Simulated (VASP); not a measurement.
# HfN (F-43m) in VASP: notebook

Runs on HfN. Level: LDA. Tasks: single point, relaxation of cell and atoms.

All numbers are computed with VASP 6.6.1; they aren't measurements. Logs are shortened: lines on timing, memory, paths and dates and some standing lists are left out, and cuts for length are marked.

### 1 The cell of the first run

It takes space group F-43m (No. 216, cubic). Conventional cell: a = 4.828 Å, b = 4.828 Å, c = 4.828 Å, α = 90.00°, β = 90.00°, γ = 90.00°. Within 2.8 Å of Hf (site symmetry -43m) lie 4 N at 2.09 Å. N (site symmetry -43m) has 4 Hf at 2.09 Å within 2.8 Å.

### 2 Single point, LDA

Input file INCAR:

```
SYSTEM = HfN
ALGO     = Normal         ! electronic algorithm
EDIFF    = 1E-7           ! SCF threshold, eV
ENCUT    = 520            ! plane-wave cutoff, eV
GGA      = CA             ! functional
ISIF     = 2              ! what is computed and relaxed
ISMEAR   = 1              ! smearing method
LASPH    = .True.         ! aspherical terms in the spheres
LCHARG   = .True.         ! write CHGCAR
LELF     = .True.         ! ELF
LREAL    = .False.        ! projectors in reciprocal space
LVHAR    = .True.       
LWAVE    = .False.        ! write WAVECAR
NBANDS   = 14             ! bands
NELM     = 60             ! most SCF steps
PREC     = Accurate       ! precision mode
SIGMA    = 0.05           ! smearing width, eV
```

Input file KPOINTS:

```
k-points
0
Gamma
  11 11 11
  0 0 0
```

Input file POSCAR:

```
HfN
1.0
    0.0000000000      2.4141698833      2.4141698833
    2.4141698833      0.0000000000      2.4141698833
    2.4141698833      2.4141698833      0.0000000000
Hf N
1 1
Direct
    0.0000000000      0.0000000000      0.0000000000
    0.7500000000      0.7500000000      0.7500000000
```

Potentials or basis: VASP PAW LDA potentials, release 64 (Hf_pv, N).

Run with:

```bash
cat potpaw_LDA.64/Hf_pv/POTCAR potpaw_LDA.64/N/POTCAR > POTCAR
mpirun -np 1 vasp_std > vasp.out
```

OUTCAR:

```text
SYSTEM = HfN
   EDIFF = 1E-7
   ENCUT = 520
   GGA = CA
   ISIF = 2
   ISMEAR = 1
   LASPH = .True.
   LREAL = .False.
   NELM = 60
   PREC = Accurate

 ion  position               nearest neighbor table
   1  0.000  0.000  0.000-   2 2.09   2 2.09   2 2.09   2 2.09
   2  0.750  0.750  0.750-   1 2.09   1 2.09   1 2.09   1 2.09

  LATTYP: Found a face centered cubic cell.
 ALAT       =     4.8283397666

  Lattice vectors:

 A1 = (   0.0000000000,   2.4141698833,   2.4141698833)
 A2 = (   2.4141698833,   0.0000000000,   2.4141698833)
 A3 = (   2.4141698833,   2.4141698833,   0.0000000000)

Analysis of symmetry for initial positions (statically):
=====================================================================
 Subroutine PRICEL returns:
 Original cell was already a primitive cell.

 Routine SETGRP: Setting up the symmetry group for a
 face centered cubic supercell.

 Subroutine GETGRP returns: Found 24 space group operations
 (whereof 24 operations were pure point group operations)
 out of a pool of 48 trial point group operations.

The static configuration has the point symmetry T_d .

Analysis of symmetry for dynamics (positions and initial velocities):
=====================================================================
 Subroutine PRICEL returns:
 Original cell was already a primitive cell.

 Routine SETGRP: Setting up the symmetry group for a
 face centered cubic supercell.

 Subroutine GETGRP returns: Found 24 space group operations
 (whereof 24 operations were pure point group operations)
 out of a pool of 48 trial point group operations.

The dynamic configuration has the point symmetry T_d .

 Subroutine INISYM returns: Found 24 space group operations
 (whereof 24 operations are pure point group operations),
 and found     1 'primitive' translations

----------------------------------------------------------------------------------------

                                     Primitive cell

  volume of cell :      28.1406

  direct lattice vectors                    reciprocal lattice vectors
     0.000000000  2.414169883  2.414169883    -0.207110528  0.207110528  0.207110528
     2.414169883  0.000000000  2.414169883     0.207110528 -0.207110528  0.207110528
     2.414169883  2.414169883  0.000000000     0.207110528  0.207110528 -0.207110528

  length of vectors
     3.414151791  3.414151791  3.414151791     0.358725958  0.358725958  0.358725958

  position of ions in fractional coordinates (direct lattice)
     0.000000000  0.000000000  0.000000000
     0.750000000  0.750000000  0.750000000

  ion indices of the primitive-cell ions
   primitive index   ion index
                 1           1
                 2           2

----------------------------------------------------------------------------------------

 KPOINTS: k-points

Automatic generation of k-mesh.
 Grid dimensions read from file:
 generate k-points for:   11   11   11

 Generating k-lattice:

  Cartesian coordinates                     Fractional coordinates (reciprocal lattice)
    -0.018828230  0.018828230  0.018828230     0.090909091  0.000000000  0.000000000
     0.018828230 -0.018828230  0.018828230     0.000000000  0.090909091  0.000000000
     0.018828230  0.018828230 -0.018828230     0.000000000  0.000000000  0.090909091

  Length of vectors
     0.032611451  0.032611451  0.032611451

  Shift w.r.t. Gamma in fractional coordinates (k-lattice)
     0.000000000  0.000000000  0.000000000

 Subroutine IBZKPT returns following result:
 ===========================================

 Found     56 irreducible k-points:

 Following reciprocal coordinates:
            Coordinates               Weight
  0.000000  0.000000  0.000000      1.000000
  0.090909  0.000000  0.000000      8.000000
  0.181818  0.000000  0.000000      8.000000
  0.272727  0.000000  0.000000      8.000000
  0.363636  0.000000  0.000000      8.000000
  0.454545  0.000000  0.000000      8.000000
[... 16 lines left out ...]
 -0.272727  0.181818  0.000000     24.000000
 -0.181818  0.181818  0.000000     12.000000
 [... further k-points ...]
   k-points           NKPTS =     56   k-points in BZ     NKDIM =     56   number of bands    NBANDS=     14
   number of dos      NEDOS =    301   number of ions     NIONS =      2
   total plane-waves  NPLWV =  21952
   dimension x,y,z NGX =    28 NGY =   28 NGZ =   28
   dimension x,y,z NGXF=    56 NGYF=   56 NGZF=   56
   ions per type =               1   1
   NGX,Y,Z   is equivalent  to a cutoff of  13.63, 13.63, 13.63 a.u.
   NGXF,Y,Z  is equivalent  to a cutoff of  27.27, 27.27, 27.27 a.u.
 SYSTEM =  HfN
   PREC   = accura    normal or accurate (medium, high low for compatibility)
   ISTART =      0    job   : 0-new  1-cont  2-samecut
   ICHARG =      2    charge: 1-file 2-atom 10-const
   ISPIN  =      1    spin polarized calculation?
   LNONCOLLINEAR =      F non collinear calculations
   LSORBIT =      F    spin-orbit coupling
[... 64 lines left out ...]
      4     -10.2013      2.00000
      5       0.2813      2.00000
      6       0.2813      2.00000
      7       0.2813      2.00000
      8       5.4696      2.00000
      9       8.2105      0.00000
     10       8.2105      0.00000
     11      12.8385      0.00000
     12      12.8385      0.00000
     13      12.8385      0.00000
     14      17.6013      0.00000

 k-point     2 :       0.0909    0.0000    0.0000
  band No.  band energies     occupation
      1     -24.8375      2.00000
      2     -24.7941      2.00000
      3     -24.7941      2.00000
      4     -10.0885      2.00000
      5       0.1083      2.00000
      6       0.3467      2.00000
      7       0.3467      2.00000
      8       5.9152      0.07912
      9       8.0629      0.00000
     10       8.0629      0.00000
     11      12.6136      0.00000
     12      13.0610      0.00000
     13      13.0610      0.00000
     14      17.5975      0.00000

 k-point     3 :       0.1818    0.0000    0.0000
  band No.  band energies     occupation
      1     -24.9679      2.00000
      2     -24.8108      2.00000
      3     -24.8108      2.00000
      4      -9.7966      2.00000
      5      -0.1804      2.00000
      6       0.5123      2.00000
      7       0.5123      2.00000
      8       6.9228      0.00000
      9       7.8274      0.00000
     10       7.8274      0.00000
     11      12.1567      0.00000
     12      13.3744      0.00000
     13      13.3744      0.00000
     14      16.2971      0.00000

 k-point     4 :       0.2727    0.0000    0.0000
  band No.  band energies     occupation
      1     -25.1326      2.00000
      2     -24.8325      2.00000
      3     -24.8325      2.00000
      4      -9.4419      2.00000
      5      -0.2732      2.00000
      6       0.7018      2.00000
      7       0.7018      2.00000
      8       7.7972      0.00000
      9       7.8177      0.00000
     10       7.8177      0.00000
     11      11.7401      0.00000
     12      13.1957      0.00000
     13      13.1957      0.00000
     14      14.6648      0.00000

 k-point     5 :       0.3636    0.0000    0.0000
  band No.  band energies     occupation
      1     -25.2787      2.00000
      2     -24.8524      2.00000
      3     -24.8524      2.00000
      4      -9.1506      2.00000
      5      -0.0937      2.00000
      6       0.8410      2.00000
      7       0.8410      2.00000
      8       7.9525      0.00000
      9       8.1603      0.00000
     10       8.1603      0.00000
     11      11.0503      0.00000
[... 276 lines left out ...]
 k-point    22 :      -0.3636    0.1818    0.0000
  band No.  band energies     occupation
      1     -25.2987      2.00000
      2     -24.9872      2.00000
      3     -24.8784      2.00000
      4      -8.8434      2.00000
      5       0.2957      2.00000
      6       0.6405      2.00000
      7       1.1827      2.00000
      8       6.6507     -0.00000
      9       7.7850      0.00000
     10       8.7118      0.00000
     11      11.9410      0.00000
     12      12.5235      0.00000
     13      12.6839      0.00000
     14      15.7684      0.00000

 k-point    23 :      -0.2727    0.1818    0.0000
  band No.  band energies     occupation
      1     -25.2214      2.00000
      2     -24.9677      2.00000
      3     -24.8529      2.00000
      4      -9.0281      2.00000
      5      -0.0725      2.00000
      6       0.7276      2.00000
      7       1.0062      2.00000
      8       7.2285      0.00000
      9       7.5239      0.00000
     10       8.6126      0.00000
     11      11.7853      0.00000
     12      12.7127      0.00000
     13      13.4139      0.00000
     14      15.2343      0.00000

 k-point    24 :      -0.1818    0.1818    0.0000
  band No.  band energies     occupation
      1     -25.1233      2.00000
      2     -24.9175      2.00000
      3     -24.8284      2.00000
      4      -9.3098      2.00000
      5      -0.3220      2.00000
      6       0.7672      2.00000
      7       0.7869      2.00000
      8       7.0838      0.00000
      9       7.9228      0.00000
     10       8.3958      0.00000
     11      11.6301      0.00000
     12      12.9742      0.00000
     13      13.7698      0.00000
     14      15.4707      0.00000

 [... further k-points ...]
[... 5 lines left out ...]
  --------------------------------------------------------------------------------------
  -------------------------------------------------------------------------------------
  Total       -0.0287090     -0.0287090     -0.0287090      0.0000000      0.0000000     -0.0000000
  in kB       -1.6345394     -1.6345394     -1.6345394      0.0000000      0.0000000     -0.0000000
  external PRESSURE =      -1.6345394 kB  Pullay stress =       0.0000000 kB

 VOLUME and BASIS-vectors are now :
 -----------------------------------------------------------------------------
  energy-cutoff  :      520.00
  volume of cell :       28.14
      direct lattice vectors                 reciprocal lattice vectors
     0.000000000  2.414169883  2.414169883    -0.207110528  0.207110528  0.207110528
     2.414169883  0.000000000  2.414169883     0.207110528 -0.207110528  0.207110528
     2.414169883  2.414169883  0.000000000     0.207110528  0.207110528 -0.207110528

 POSITION                                       TOTAL-FORCE (eV/Angst)
 -----------------------------------------------------------------------------------
      0.00000      0.00000      0.00000         0.000000      0.000000      0.000000
      3.62125      3.62125      3.62125        -0.000000     -0.000000     -0.000000
 -----------------------------------------------------------------------------------
    total drift:                                0.000000      0.000000      0.000000

  FREE ENERGIE OF THE ION-ELECTRON SYSTEM (eV)
  ---------------------------------------------------
  free  energy   TOTEN  =       -23.0645199510 eV

  energy  without entropy=      -23.0645927392  energy(sigma->0) =      -23.06454421
```

Run time: 26 s. Hardware: 1 thread of Intel Xeon Platinum 8259CL at 2.50GHz (Skylake/Cascade Lake), shared host; peak memory 0.15 GiB.

What came out:

* Free energy: -23.0645 eV
* Pressure: -0.2 GPa

Caveat: spin-orbit coupling is left out, which moves the levels of the heavy elements.

### 3 Relaxation of cell and atoms, LDA, target pressure -2 GPa, at which the enthalpy is minimised

This run uses another cell than the first one, of 14.79 Å³/atom, 1.051 times its volume.

Input file INCAR:

```
PREC = Accurate
ENCUT = 600
EDIFF = 1E-6
ISMEAR = 1
SIGMA = 0.05
LREAL = F
LASPH = T
NELM = 100
ALGO = Normal
ISIF = 3
LWAVE = F
LCHARG = F
IBRION = 2
NSW = 80
EDIFFG = -0.02
PSTRESS = -20.0
```

Input file KPOINTS:

```
regular mesh
0
Gamma
  11 11 11
```

Input file POSCAR:

```
HfN
1.0
    0.0000000000      2.4548220000      2.4548220000
    2.4548220000      0.0000000000      2.4548220000
    2.4548220000      2.4548220000      0.0000000000
Hf N
1 1
Direct
    0.0000000000      0.0000000000      0.0000000000
    0.7500000000      0.7500000000      0.7500000000
```

Potentials or basis: VASP PAW LDA potentials, release 64 (Hf_pv, N).

Run with:

```bash
cat potpaw_LDA.64/Hf_pv/POTCAR potpaw_LDA.64/N/POTCAR > POTCAR
mpirun -np 1 vasp_std > vasp.out
```

Run time: 59 s. Hardware: 1 thread of Intel Xeon Platinum 8259CL at 2.50GHz (Skylake/Cascade Lake), shared host; peak memory 0.17 GiB.

Results (log left out):

- Free energy: -23.0642 eV
- Relaxed volume: 14.20 Å³/atom
- Relaxed cell: a = 3.425 Å, b = 3.425 Å, c = 3.425 Å, α = 60.00°, β = 60.00°, γ = 60.00°
- Space group after relaxing (to 0.05 Å): F-43m (No. 216)
- Energy change on relaxing (the enthalpy is what falls): -22.9 meV/atom
- Ionic steps: 3
- Pressure after relaxing: -2.2 GPa

The path:
| step | energy change (eV) | largest force (eV/Å) | pressure (GPa) | volume (Å³) |
| --- | --- | --- | --- | --- |
| 1 | 0.0000 | 0.0000 | -10.02 | 29.59 |
| 2 | 0.0200 | 0.0000 | 14.45 | 26.53 |
| 3 | -0.0459 | 0.0000 | -2.19 | 28.40 |

Final structure:
```cif
data_structure
_symmetry_space_group_name_H-M 'P 1'
_symmetry_Int_Tables_number 1
_cell_length_a 3.4247
_cell_length_b 3.4247
_cell_length_c 3.4247
_cell_angle_alpha 60.000
_cell_angle_beta 60.000
_cell_angle_gamma 60.000
_cell_volume 28.40
loop_
_atom_site_label
_atom_site_type_symbol
_atom_site_fract_x
_atom_site_fract_y
_atom_site_fract_z
_atom_site_occupancy
Hf1 Hf 0.00000 0.00000 0.00000 1
N1 N 0.75000 0.75000 0.75000 1
```

Levels at points of the mesh, in eV from the Fermi level:
| k point | band 3 | band 4 | band 5 | band 6 | band 7 | band 8 | band 9 | band 10 | band 11 |
| --- | --- | --- | --- | --- | --- | --- | --- | --- | --- |
| (0.00, 0.00, 0.00) | -30.70 | -16.03 | -5.55 | -5.55 | -5.55 | -0.43 | 2.31 | 2.31 | 6.90 |

Caveat: the cell is relaxed towards a set pressure, so the enthalpy falls and the energy may rise; spin-orbit coupling is left out, which moves the levels of the heavy elements.

### 4 Relaxation of cell and atoms, LDA

This run uses another cell than the first one, of 14.79 Å³/atom, 1.051 times its volume.

Input file INCAR:

```
SYSTEM = HfN
  ALGO = Normal
  EDIFF = 1E-7
  EDIFFG = -0.02
  ENCUT = 600
  GGA = CA
  IBRION = 2
  ISIF = 3
  ISMEAR = 1
  LASPH = .True.
  LCHARG = .False.
  LREAL = .False.
  LWAVE = .False.
  NELM = 60
  NSW = 80
  PREC = Accurate
  SIGMA = 0.05
```

Input file KPOINTS:

```
k-points
0
Gamma
  11 11 11
  0 0 0
```

POSCAR is that of step 3.

Run with:

```bash
cat potpaw_LDA.64/Hf_pv/POTCAR potpaw_LDA.64/N/POTCAR > POTCAR
mpirun -np 1 vasp_std > vasp.out
```

Wall time 72 s (1 thread of Intel Xeon Platinum 8259CL at 2.50GHz (Skylake/Cascade Lake), shared host); peak memory 0.17 GiB.

Results (log left out):

```
Free energy                            : -23.0662 eV
Relaxed volume                         : 14.06 Å³/atom
Relaxed cell                           : a = 3.413 Å, b = 3.413 Å, c = 3.413 Å, α = 60.00°, β = 60.00°, γ = 60.00°
Space group after relaxing (to 0.05 Å) : F-43m (No. 216)
Energy gained by relaxing              : 24.0 meV/atom
Ionic steps                            : 4
Pressure after relaxing                : 0.0 GPa
```

Step by step:
```
step  energy change (eV)  largest force (eV/Å)  pressure (GPa)  volume (Å³)
   1              0.0000                0.0000          -10.02        29.59
   2              0.1038                0.0000           22.62        25.80
   3             -0.0479                0.0000           -0.34        28.15
   4             -0.0479                0.0000           -0.04        28.12
```

Final structure:
```
Hf N
1.0
     0.00000    2.41346    2.41346
     2.41346    0.00000    2.41346
     2.41346    2.41346    0.00000
Hf N
1 1
Cartesian
  2.4135 4.8269 2.4135
  3.6202 3.6202 3.6202
```

Levels at points of the mesh, in eV from the Fermi level:
```
           k point  band 3  band 4  band 5  band 6  band 7  band 8  band 9  band 10  band 11
(0.00, 0.00, 0.00)  -30.66  -16.09   -5.60   -5.60   -5.60   -0.41    2.33     2.33     6.96
```

Caveat: spin-orbit coupling is left out, which moves the levels of the heavy elements.

### 5 Relaxation of cell and atoms, LDA, target pressure 2 GPa, at which the enthalpy is minimised

This run uses another cell than the first one, of 14.79 Å³/atom, 1.051 times its volume.

Input file INCAR:

```
PREC = Accurate
ENCUT = 600
EDIFF = 1E-6
ISMEAR = 1
SIGMA = 0.05
LREAL = False
LASPH = True
NELM = 80
ALGO = Normal
ISIF = 3
LWAVE = False
LCHARG = False
GGA = CA
IBRION = 2
NSW = 80
EDIFFG = -0.02
PSTRESS = 20.0
```

Input file KPOINTS:

```
regular mesh
0
Gamma
  11 11 11
```

POSCAR is that of step 4.

Run with:

```bash
cat potpaw_LDA.64/Hf_pv/POTCAR potpaw_LDA.64/N/POTCAR > POTCAR
mpirun -np 1 vasp_std > vasp.out
```

It took 61 s on 1 thread of Intel Xeon Platinum 8259CL at 2.50GHz (Skylake/Cascade Lake), shared host; peak memory 0.17 GiB.

Results (log left out):

| Property | Result |
| --- | --- |
| Free energy | -23.0648 eV |
| Relaxed volume | 13.93 Å³/atom |
| Relaxed cell | a = 3.403 Å, b = 3.403 Å, c = 3.403 Å, α = 60.00°, β = 60.00°, γ = 60.00° |
| Space group after relaxing (to 0.05 Å) | F-43m (No. 216) |
| Energy change on relaxing (the enthalpy is what falls) | -23.2 meV/atom |
| Ionic steps | 4 |
| Pressure after relaxing | 1.9 GPa |

The path:
```csv
step,energy change (eV),largest force (eV/Å),pressure (GPa),volume (Å³)
1,0.0000,0.0000,-10.02,29.59
2,0.2249,0.0000,31.79,25.08
3,-0.0470,0.0000,1.49,27.92
4,-0.0464,0.0000,1.95,27.87
```

Final structure:
```
Hf N
1.0
     0.00000    2.40634    2.40634
     2.40634    0.00000    2.40634
     2.40634    2.40634    0.00000
Hf N
1 1
Direct
  0.00000 0.00000 0.00000
  0.75000 0.75000 0.75000
```

Levels at points of the mesh, in eV from the Fermi level:
```csv
k point,band 4,band 5,band 6,band 7,band 8,band 9,band 10,band 11
"(0.00, 0.00, 0.00)",-16.13,-5.65,-5.65,-5.65,-0.39,2.35,2.35,7.02
```

Caveat: the cell is relaxed towards a set pressure, so the enthalpy falls and the energy may rise; spin-orbit coupling is left out, which moves the levels of the heavy elements.

### 6 Overview

```csv
task,cell,cutoff (eV),gap on the mesh (eV),pressure (GPa)
single point,"a = 3.414 Å, angles 60.0°, 2 atoms",520,none,-0.2
relaxation of cell and atoms,"relaxed to -2 GPa from a = 3.472 Å, angles 60.0°, 2 atoms",600,none,-2.2
relaxation of cell and atoms,"relaxed from a = 3.472 Å, angles 60.0°, 2 atoms",600,none,0.0
relaxation of cell and atoms,"relaxed to 2 GPa from a = 3.472 Å, angles 60.0°, 2 atoms",600,none,1.9
```

Alike in all rows: level LDA; potentials or basis VASP PAW LDA potentials, release 64 (Hf_pv, N); no spin polarisation; k mesh 11 × 11 × 11; smearing methfessel-paxton 0.05 eV.

Caveats: spin-orbit coupling is left out, which moves the levels of the heavy elements; the cell is relaxed towards a set pressure, so the enthalpy falls and the energy may rise (some runs).

Total energies depend on the potentials used, so only differences within one code and one set of settings carry meaning.
